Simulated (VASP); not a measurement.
A run of VASP 6.6.1 is set up as follows.

INCAR

```
SYSTEM = CdTe2
PREC = Accurate
ENCUT = 500
EDIFF = 1E-6
ISMEAR = -1
SIGMA = 0.15
LREAL = .False.
LASPH = .True.
NELM = 120
ALGO = Normal
ISIF = 2
LWAVE = .False.
LCHARG = .False.
GGA = PE
NBANDS = 33
GGA_COMPAT = .False.
```

Contents of KPOINTS:

```
Automatic mesh
0
Gamma
  8 8 8
  0 0 0
```

The input POSCAR:

```
CdTe2
1.0
   -3.3411564455      3.3411564455      3.9971802986
    3.3411564455     -3.3411564455      3.9971802986
    3.3411564455      3.3411564455     -3.9971802986
Cd Te
2 4
Direct
    0.7500000000      0.7500000000      0.0000000000
    0.2500000000      0.2500000000      0.0000000000
    0.3511723006      0.8511723006      0.2023446013
    0.8511723006      0.6488276994      0.5000000000
    0.6488276994      0.1488276994      0.7976553987
    0.1488276994      0.3511723006      0.5000000000
```

Potentials or basis: VASP PAW PBE potentials, release 64 (Cd, Te).

Command:

```bash
$ cat potpaw_PBE.64/Cd/POTCAR potpaw_PBE.64/Te/POTCAR > POTCAR
$ mpirun -np 1 vasp_std > vasp.out
```

(1) Predict the band gap on the k mesh.

(2) Predict the pressure.

Results:

(1) zero (bands 24 and 25 overlap by 1.64 eV).

(2) 0.1 GPa.

Caveat: spin-orbit coupling is left out, which moves the levels of the heavy elements.
